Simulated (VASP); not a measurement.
Write the native input for VASP 6.6.1 that does the following.

```yaml
Task: relaxation of cell and atoms
Functional: PBE
Potentials_or_basis: VASP PAW PBE potentials, release 64 (Ga_d, Bi_d, Te, Se)
Cutoff: 600 eV
k_mesh: 4 × 4 × 2
Occupations: gaussian, width 0.1 eV
Spin: no spin polarisation
Dipole_correction: no
Further_INCAR_settings: ALGO = Normal; EDIFF = 1e-06; IBRION = 2; EDIFFG = -0.04; NSW = 90; ISIF = 3
```

The structure of GaBiTe2Se lies in POSCAR:

```
GaBiTe2Se
1.0
    4.3842148600      0.0000000000      0.0000000000
    0.0000000000      4.3842148600      0.0000000000
    0.0000000000      0.0000000000      9.4130045200
Ga Bi Te Se
1 1 2 1
Direct
    0.0000000000      0.0000000000      0.5000000000
    0.0000000000      0.0000000000      0.0000000000
    0.5000000000      0.5000000000      0.2200437700
    0.5000000000      0.5000000000      0.7799562300
    0.5000000000      0.5000000000      0.0000000000
```

The cell was generated, and may not be a known phase.

The input as run:

INCAR

```
  PREC = Accurate
  ENCUT = 600
  EDIFF = 1E-6
  ISMEAR = 0
  SIGMA = 0.1
  LREAL = False
  LASPH = True
  NELM = 80
  ALGO = Normal
  ISIF = 3
  LWAVE = False
  LCHARG = False
  GGA = PE
  IBRION = 2
  NSW = 90
  EDIFFG = -0.04
```

KPOINTS

```
Automatic mesh
0
Gamma
  4 4 2
```

Potentials or basis: VASP PAW PBE potentials, release 64 (Ga_d, Bi_d, Te, Se).

Command:

```bash
$ cat potpaw_PBE.64/Ga_d/POTCAR potpaw_PBE.64/Bi_d/POTCAR potpaw_PBE.64/Te/POTCAR potpaw_PBE.64/Se/POTCAR > POTCAR
$ mpirun -np 1 vasp_std > vasp.out
```

It gave:

The relaxed volume is 33.94 Å³/atom and the relaxed cell is a = 4.142 Å, b = 4.142 Å, c = 9.892 Å, α = 90.00°, β = 90.00°, γ = 90.00°. The space group after relaxing (to 0.1 Å) is P4/mmm (No. 123), the energy gained by relaxing is 1765.5 meV/atom and the ionic steps are 30. The pressure after relaxing is -0.2 GPa and the largest force after relaxing is 0.033 eV/Å. The band gap on the k mesh is zero (bands 23 and 24 overlap by 0.75 eV).

Caveat: spin-orbit coupling is left out, which moves the levels of the heavy elements; this functional lacks dispersion, which binds layers or chains, so the pressure and a relaxed spacing across them are unreliable.

Run time: 12 min on 1 thread of AMD EPYC 9R45 96-Core Processor (Zen 5), with other jobs on the host, peak memory 0.37 GiB.
